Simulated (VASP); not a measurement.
# Al2GaAs3 (I-4m2) in VASP: a series of runs

Al2GaAs3 is run at these levels: PBE; tasks: single point, relaxation of cell and atoms.

All numbers are computed with VASP 6.6.1; they aren't measurements. Logs are shortened: lines on timing, memory, paths and dates and some standing lists are left out, and cuts for length are marked.

### Step 1. The cell of the first run

It takes space group I-4m2 (No. 119, tetragonal). The conventional cell has a = 3.854 Å, b = 3.854 Å, c = 16.350 Å, α = 90.00°, β = 90.00°, γ = 90.00°. Al (site symmetry 2mm) has 4 As at 2.36 Å within 3.1 Å. Within 3.1 Å of Ga (site symmetry -4m2) lie 4 As at 2.36 Å. As (site symmetry 2mm) has 2 Ga at 2.36 Å and 2 Al at 2.36 Å within 3.1 Å. As (site symmetry -4m2) has 4 Al at 2.36 Å within 3.1 Å.

### Step 2. Single point, PBE

File INCAR:

```
SYSTEM = Al2GaAs3
PREC = Accurate
ENCUT = 520
EDIFF = 1E-7
ISMEAR = 0
SIGMA = 0.1
LREAL = .False.
LASPH = .True.
NELM = 100
ALGO = Normal
ISIF = 2
LWAVE = .False.
LCHARG = .False.
GGA = PE
NBANDS = 26
```

File KPOINTS:

```
regular mesh
0
Gamma
  6 6 6
  0 0 0
```

File POSCAR:

```
Al2GaAs3
1.0
   -1.9268134300      1.9268134300      8.1747770700
    1.9268134300     -1.9268134300      8.1747770700
    1.9268134300      1.9268134300     -8.1747770700
Al Ga As
2 1 3
Direct
    0.6666666700      0.6666666700      0.0000000000
    0.3333333300      0.3333333300      0.0000000000
    0.0000000000      0.0000000000      0.0000000000
    0.4166666700      0.9166666700      0.5000000000
    0.0833333300      0.5833333300      0.5000000000
    0.7500000000      0.2500000000      0.5000000000
```

Potentials or basis: VASP PAW PBE potentials, release 64 (Al, Ga_d, As).

The run is started by

```sh
$ cat potpaw_PBE.64/Al/POTCAR potpaw_PBE.64/Ga_d/POTCAR potpaw_PBE.64/As/POTCAR > POTCAR
$ mpirun -np 1 vasp_std > vasp.out
```

OUTCAR:

```text
SYSTEM = Al2GaAs3
   PREC = Accurate
   ENCUT = 520
   EDIFF = 1E-7
   ISMEAR = 0
   LREAL = .False.
   LASPH = .True.
   NELM = 100
   ISIF = 2
   GGA = PE

 ion  position               nearest neighbor table
   1  0.667  0.667  0.000-   6 2.36   6 2.36   5 2.36   5 2.36
   2  0.333  0.333  0.000-   6 2.36   6 2.36   4 2.36   4 2.36
   3  0.000  0.000  0.000-   5 2.36   4 2.36   5 2.36   4 2.36
   4  0.417  0.917  0.500-   3 2.36   3 2.36   2 2.36   2 2.36
   5  0.083  0.583  0.500-   3 2.36   3 2.36   1 2.36   1 2.36
   6  0.750  0.250  0.500-   2 2.36   1 2.36   2 2.36   1 2.36

  LATTYP: Found a body centered tetragonal cell.
 ALAT       =     3.8536268600
 C/A-ratio  =     4.2426406951

  Lattice vectors:

 A1 = (  -1.9268134300,   1.9268134300,   8.1747770700)
 A2 = (   1.9268134300,  -1.9268134300,   8.1747770700)
 A3 = (   1.9268134300,   1.9268134300,  -8.1747770700)

Analysis of symmetry for initial positions (statically):
=====================================================================
 Subroutine PRICEL returns:
 Original cell was already a primitive cell.

 Routine SETGRP: Setting up the symmetry group for a
 body centered tetragonal supercell.

 Subroutine GETGRP returns: Found  8 space group operations
 (whereof  8 operations were pure point group operations)
 out of a pool of 16 trial point group operations.

The static configuration has the point symmetry D_2d.

Analysis of symmetry for dynamics (positions and initial velocities):
=====================================================================
 Subroutine PRICEL returns:
 Original cell was already a primitive cell.

 Routine SETGRP: Setting up the symmetry group for a
 body centered tetragonal supercell.

 Subroutine GETGRP returns: Found  8 space group operations
 (whereof  8 operations were pure point group operations)
 out of a pool of 16 trial point group operations.

The dynamic configuration has the point symmetry D_2d.

 Subroutine INISYM returns: Found  8 space group operations
 (whereof  8 operations are pure point group operations),
 and found     1 'primitive' translations

----------------------------------------------------------------------------------------

                                     Primitive cell

  volume of cell :     121.3990

  direct lattice vectors                    reciprocal lattice vectors
    -1.926813430  1.926813430  8.174777070     0.000000000  0.259495804  0.061163747
[... 97 lines left out ...]
   NSW    =      0    number of steps for IOM
   IBRION =     -1    ionic relax: 0-MD 1-quasi-New 2-CG
   NFREE  =      0    steps in history (QN), initial steepest desc. (CG)
   ISIF   =      2    stress and relaxation
   ISYM   =      2    0-nonsym 1-usesym 2-fastsym
   POTIM  = 0.5000    time-step for ionic-motion
   TEBEG  =    0.0;   TEEND  =   0.0 temperature during run
   PSTRESS=    0.0 pullay stress
   NELECT =      34.0000    total number of electrons
   NUPDOWN=      -1.0000    fix difference up-down
   EMIN   =  10.00;   EMAX   =-10.00  energy-range for DOS
   EFERMI =   0.00;   METHOD = LEGACY
   ISMEAR =     0;   SIGMA  =   0.10  broadening in eV -4-tet -1-fermi 0-gaus
   EFERMI_NEDOS =   21; number of points for ismear=-14 and -15
   IALGO  =     38    algorithm
   IMIX   =      4    mixing-type and parameters
     AMIX     =   0.40;   BMIX     =  1.00
     AMIX_MAG =   1.60;   BMIX_MAG =  1.00
  volume/ion in A,a.u.               =      20.23       136.54
  Fermi-wavevector in a.u.,A,eV,Ry     =   1.071098  2.024083 15.609310  1.147252
  Thomas-Fermi vector in A             =   2.206829
   LORBIT       =      0    0 simple, 1 ext, 2 COOP (PROOUT), +10 PAW based schemes
   GGA     = PE    functional components
   LHFCALC =     F    Hartree Fock is set to
   AEXX    =    0.0000 exact exchange contribution
   IVDW    =     0    specifies the selected vdW correction
   LEPSILON=     F    determine dielectric tensor
   LRPA    =     F    only Hartree local field effects (RPA)
 non-spin polarized calculation
 Gauss-broadening in eV      SIGMA  =   0.10
  energy-cutoff  :      520.00
  volume of cell :      121.40
 maximum number of plane-waves:      3304
   NGX = 31   NGY = 31   NGZ = 31

 number of electron      34.0000006 magnetization

 Free energy of the ion-electron system (eV)
  ---------------------------------------------------
  ext. energy  EPLUGINS =         0.00000000
  ---------------------------------------------------
  free energy    TOTEN  =       -26.23718994 eV

  energy without entropy =      -26.23718994  energy(sigma->0) =      -26.23718994

 E-fermi :   5.4355     XC(G=0):  -9.6929

 val. band max:        4.9583532656   @ k =   0.0000   0.0000   0.0000
 cond. band min:       6.1516526878   @ k =   0.5000   0.5000   0.0000
 fundamental gap:      1.1932994222
 Fermi energy:         5.4354852215

 k-point     1 :       0.0000    0.0000    0.0000
  band No.  band energies     occupation
      1      -9.8467      2.00000
      2      -9.7292      2.00000
      3      -9.7292      2.00000
      4      -9.6745      2.00000
      5      -9.6421      2.00000
      6      -7.9577      2.00000
[... 685 lines left out ...]
     25      10.4667      0.00000
     26      10.7515      0.00000

 [... further k-points ...]

------------------------ aborting loop because EDIFF is reached ----------------------------------------

  FORCE on cell =-STRESS in cart. coord.  units (eV):
  Direction    XX          YY          ZZ          XY          YZ          ZX
  --------------------------------------------------------------------------------------
  -------------------------------------------------------------------------------------
  Total       10.8243569     10.8243569     10.6458867      0.0000000      0.0000000      0.0000000
  in kB      142.8556581    142.8556581    140.5002773      0.0000000      0.0000000      0.0000000
  external PRESSURE =     142.0705312 kB  Pullay stress =       0.0000000 kB

 VOLUME and BASIS-vectors are now :
 -----------------------------------------------------------------------------
  energy-cutoff  :      520.00
  volume of cell :      121.40
      direct lattice vectors                 reciprocal lattice vectors
    -1.926813430  1.926813430  8.174777070     0.000000000  0.259495804  0.061163747
     1.926813430 -1.926813430  8.174777070     0.259495804  0.000000000  0.061163747
     1.926813430  1.926813430 -8.174777070     0.259495804  0.259495804  0.000000000

 POSITION                                       TOTAL-FORCE (eV/Angst)
 -----------------------------------------------------------------------------------
      0.00000      0.00000     10.89970        -0.000000      0.000000     -0.028330
      0.00000      0.00000      5.44985        -0.000000      0.000000      0.028330
      0.00000      0.00000      0.00000         0.000000     -0.000000     -0.000000
      1.92681      0.00000      6.81231        -0.000000     -0.000000     -0.098143
      1.92681      0.00000      1.36246         0.000000      0.000000      0.098143
      0.00000      1.92681      4.08739         0.000000     -0.000000      0.000000
 -----------------------------------------------------------------------------------
    total drift:                               -0.000001      0.000001      0.000000

  FREE ENERGIE OF THE ION-ELECTRON SYSTEM (eV)
  ---------------------------------------------------
  free  energy   TOTEN  =       -26.2371899433 eV

  energy  without entropy=      -26.2371899433  energy(sigma->0) =      -26.23718994
```

stdout:

```text
POSCAR found type information on POSCAR AlGaAs
 POSCAR found :  3 types and       6 ions
 scaLAPACK will be used
 LDA part: xc-table for (Slater+PW92), standard interpolation
 POSCAR, INCAR and KPOINTS ok, starting setup
 FFT: planning ... GRIDC
 FFT: planning ... GRID_SOFT
 FFT: planning ... GRID
 WAVECAR not read
 entering main loop
```

Wall time 10 min (1 thread of Intel Xeon 8259CL, shared host); peak memory 0.62 GiB.

Results:

| Item | Value |
| --- | --- |
| Free energy | -26.2372 eV |
| Pressure | 14.2 GPa |
| Largest force | 0.098 eV/Å |
| Band gap on the k mesh | 1.19 eV (least direct gap 1.50 eV) |

Forces on the atoms (eV/Å):
```
Al   0.000  0.000 -0.028
Al   0.000  0.000  0.028
Ga   0.000  0.000  0.000
As   0.000  0.000 -0.098
As   0.000  0.000  0.098
As   0.000  0.000  0.000
```

Stress tensor (GPa, compression positive):
```
14.29  0.00  0.00
 0.00 14.29  0.00
 0.00  0.00 14.05
```

Levels at points of the mesh, in eV from the valence-band top:
| k point | band 15 | band 16 | band 17 | band 18 | band 19 | band 20 |
| --- | --- | --- | --- | --- | --- | --- |
| (0.00, 0.00, 0.00) | -0.03 | 0.00 | 0.00 | 1.50 | 1.94 | 2.38 |
| (0.50, 0.00, 0.00) | -1.09 | -1.05 | -1.02 | 2.06 | 3.31 | 3.40 |
| (0.50, 0.50, 0.00) | -3.28 | -2.66 | -2.66 | 1.19 | 1.97 | 3.01 |
| (0.50, 0.50, 0.50) | -1.13 | -0.86 | -0.86 | 1.22 | 1.97 | 3.02 |

Caveat: the cell stands under pressure. A k mesh can miss the band edges.

### Step 3. Single point, PBE

This run uses another cell than the first one, of 23.55 Å³/atom.

File INCAR:

```
SYSTEM = Al2GaAs3
PREC = Accurate
ENCUT = 520
EDIFF = 1E-7
ISMEAR = 0
SIGMA = 0.1
LREAL = .FALSE.
LASPH = .TRUE.
NELM = 60
ALGO = Normal
ISIF = 2
LWAVE = .FALSE.
LCHARG = .TRUE.
GGA = PE
LELF = .TRUE.
LVHAR = .TRUE.
NBANDS = 26
```

File KPOINTS:

```
regular mesh
0
G
  6 6 6
  0 0 0
```

File POSCAR:

```
Al2GaAs3
1.0
   -2.0291834259      2.0291834259      8.5791261279
    2.0291834259     -2.0291834259      8.5791261279
    2.0291834259      2.0291834259     -8.5791261279
Al Ga As
2 1 3
Direct
    0.6667805724      0.6667805724      0.0000000000
    0.3332194276      0.3332194276      0.0000000000
    0.0000000000      0.0000000000      0.0000000000
    0.4160887314      0.9160887314      0.5000000000
    0.0839112686      0.5839112686      0.5000000000
    0.7500000000      0.2500000000      0.5000000000
```

Potentials or basis: VASP PAW PBE potentials, release 64 (Al, Ga_d, As).

The run is started by

```sh
$ cat potpaw_PBE.64/Al/POTCAR potpaw_PBE.64/Ga_d/POTCAR potpaw_PBE.64/As/POTCAR > POTCAR
$ mpirun -np 1 vasp_std > vasp.out
```

OUTCAR:

```text
SYSTEM = Al2GaAs3
   PREC = Accurate
   ENCUT = 520
   EDIFF = 1E-7
   ISMEAR = 0
   LREAL = .FALSE.
   LASPH = .TRUE.
   NELM = 60
   ISIF = 2
   GGA = PE

 ion  position               nearest neighbor table
   1  0.667  0.667  0.000-   5 2.48   5 2.48   6 2.48   6 2.48
   2  0.333  0.333  0.000-   4 2.48   4 2.48   6 2.48   6 2.48
   3  0.000  0.000  0.000-   4 2.49   5 2.49   5 2.49   4 2.49
   4  0.416  0.916  0.500-   2 2.48   2 2.48   3 2.49   3 2.49
   5  0.084  0.584  0.500-   1 2.48   1 2.48   3 2.49   3 2.49
   6  0.750  0.250  0.500-   2 2.48   1 2.48   2 2.48   1 2.48

  LATTYP: Found a body centered tetragonal cell.
 ALAT       =     4.0583668518
 C/A-ratio  =     4.2278711813

  Lattice vectors:

 A1 = (  -2.0291834259,   2.0291834259,   8.5791261279)
 A2 = (   2.0291834259,  -2.0291834259,   8.5791261279)
 A3 = (   2.0291834259,   2.0291834259,  -8.5791261279)

Analysis of symmetry for initial positions (statically):
=====================================================================
 Subroutine PRICEL returns:
 Original cell was already a primitive cell.

[... 182 lines left out ...]
 fundamental gap:      1.1202612123
 Fermi energy:         4.0484896200

 k-point     1 :       0.0000    0.0000    0.0000
  band No.  band energies     occupation
      1     -10.9621      2.00000
      2     -10.8957      2.00000
      3     -10.8957      2.00000
      4     -10.8587      2.00000
      5     -10.8411      2.00000
      6      -8.3593      2.00000
[... 685 lines left out ...]
     25       8.4527      0.00000
     26       9.1235      0.00000

 [... further k-points ...]

------------------------ aborting loop because EDIFF is reached ----------------------------------------

  FORCE on cell =-STRESS in cart. coord.  units (eV):
  Direction    XX          YY          ZZ          XY          YZ          ZX
  --------------------------------------------------------------------------------------
  -------------------------------------------------------------------------------------
  Total        0.1905742      0.1905742      0.1904502      0.0000000      0.0000000      0.0000000
  in kB        2.1608723      2.1608723      2.1594657      0.0000000      0.0000000      0.0000000
  external PRESSURE =       2.1604035 kB  Pullay stress =       0.0000000 kB

 VOLUME and BASIS-vectors are now :
 -----------------------------------------------------------------------------
  energy-cutoff  :      520.00
  volume of cell :      141.30
      direct lattice vectors                 reciprocal lattice vectors
    -2.029183426  2.029183426  8.579126128     0.000000000  0.246404536  0.058280994
     2.029183426 -2.029183426  8.579126128     0.246404536  0.000000000  0.058280994
     2.029183426  2.029183426 -8.579126128     0.246404536  0.246404536  0.000000000

 POSITION                                       TOTAL-FORCE (eV/Angst)
 -----------------------------------------------------------------------------------
      0.00000      0.00000     11.44079         0.000000      0.000000     -0.000062
      0.00000      0.00000      5.71746         0.000000      0.000000      0.000062
      0.00000      0.00000      0.00000         0.000000      0.000000      0.000000
      2.02918     -0.00000      7.13936        -0.000000     -0.000000     -0.002053
      2.02918      0.00000      1.43977        -0.000000     -0.000000      0.002053
     -0.00000      2.02918      4.28956         0.000000      0.000000      0.000000
 -----------------------------------------------------------------------------------
    total drift:                               -0.000001      0.000001     -0.000000

  FREE ENERGIE OF THE ION-ELECTRON SYSTEM (eV)
  ---------------------------------------------------
  free  energy   TOTEN  =       -27.0241529257 eV

  energy  without entropy=      -27.0241529257  energy(sigma->0) =      -27.02415293
```

OSZICAR:

```text
N       E                     dE             d eps       ncg     rms          rms(c)
DAV:   1     0.186296496370E+03    0.18630E+03   -0.14182E+04  1632   0.132E+03
DAV:   2    -0.257438753330E+01   -0.18887E+03   -0.17435E+03  1696   0.299E+02
DAV:   3    -0.267218041011E+02   -0.24147E+02   -0.23695E+02  1968   0.939E+01
DAV:   4    -0.275915598231E+02   -0.86976E+00   -0.86562E+00  1878   0.182E+01
DAV:   5    -0.276131497656E+02   -0.21590E-01   -0.21568E-01  2144   0.284E+00    0.524E+00
DAV:   6    -0.270953161951E+02    0.51783E+00   -0.76320E-01  2186   0.836E+00    0.306E+00
DAV:   7    -0.270216378489E+02    0.73678E-01   -0.44642E-01  1916   0.277E+00    0.978E-01
DAV:   8    -0.270225366945E+02   -0.89885E-03   -0.36787E-02  1836   0.183E+00    0.233E-01
DAV:   9    -0.270237959147E+02   -0.12592E-02   -0.43143E-03  1924   0.684E-01    0.113E-01
DAV:  10    -0.270239195017E+02   -0.12359E-03   -0.32752E-04  1990   0.115E-01    0.635E-02
DAV:  11    -0.270241510943E+02   -0.23159E-03   -0.36042E-04  1710   0.107E-01    0.139E-02
DAV:  12    -0.270241499437E+02    0.11506E-05   -0.13204E-05  1950   0.245E-02    0.657E-03
DAV:  13    -0.270241523025E+02   -0.23589E-05   -0.49694E-06  1758   0.110E-02    0.250E-03
DAV:  14    -0.270241526214E+02   -0.31883E-06   -0.76767E-07  1952   0.599E-03    0.169E-03
DAV:  15    -0.270241527927E+02   -0.17129E-06   -0.12521E-07  1290   0.251E-03    0.101E-03
DAV:  16    -0.270241528977E+02   -0.10506E-06   -0.30630E-08   958   0.112E-03    0.427E-04
DAV:  17    -0.270241529257E+02   -0.28002E-07   -0.66535E-09   952   0.578E-04
   1 F= -.27024153E+02 E0= -.27024153E+02  d E =-.328404E-13
```

Wall time 16 min (1 thread of Intel Xeon 8259CL, shared host); peak memory 0.73 GiB.

What came out:

```
Free energy            : -27.0242 eV
Pressure               : 0.2 GPa
Band gap on the k mesh : 1.12 eV
```

Forces on the atoms (eV/Å):
```
Al   0.000  0.000  0.000
Al   0.000  0.000  0.000
Ga   0.000  0.000  0.000
As   0.000  0.000 -0.002
As   0.000  0.000  0.002
As   0.000  0.000  0.000
```

[end of part 1 of 2]
